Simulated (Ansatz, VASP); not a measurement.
One calculation of Zr3N, two programs

```
Zr N
1.0
     5.60233    0.00000    0.00000
    -2.80117    4.85176    0.00000
     0.00000    0.00000    5.22702
Zr N
6 2
Direct
  0.00000 0.65136 0.50000
  0.00000 0.34864 0.00000
  0.65136 0.65136 0.00000
  0.65136 0.00000 0.50000
  0.34864 0.34864 0.50000
  0.34864 0.00000 0.00000
  0.66667 0.33333 0.75000
  0.33333 0.66667 0.25000
```

Alike in both runs: functional PBEsol; k mesh 6 × 6 × 4; occupations gaussian, width 0.1 eV; no spin polarisation.

Ansatz relaxed the structure, and its values are those at the end. VASP's run is a single point on that final structure, the one shown.

```csv
,VASP,Ansatz
version,VASP 6.6.1,Ansatz 0.2.0
potentials or method,"VASP PAW PBE potentials, release 64 (Zr_sv, N), cutoff 520 eV","scalar-relativistic, plane waves, PAW"
valence electrons in the cell,82,82
```

```tsv
	VASP	Ansatz	Ansatz less VASP
gap on the k mesh at the Fermi level (eV)	none	none	-
pressure (GPa)	0.0	-0.2	-0.19
rms of the force components (eV/Å)	0.005	0.002	-0.0038
```

VASP's potentials were made for PBE, not for PBEsol. A gap of «none» marks a metal or a gap that the smearing closes.
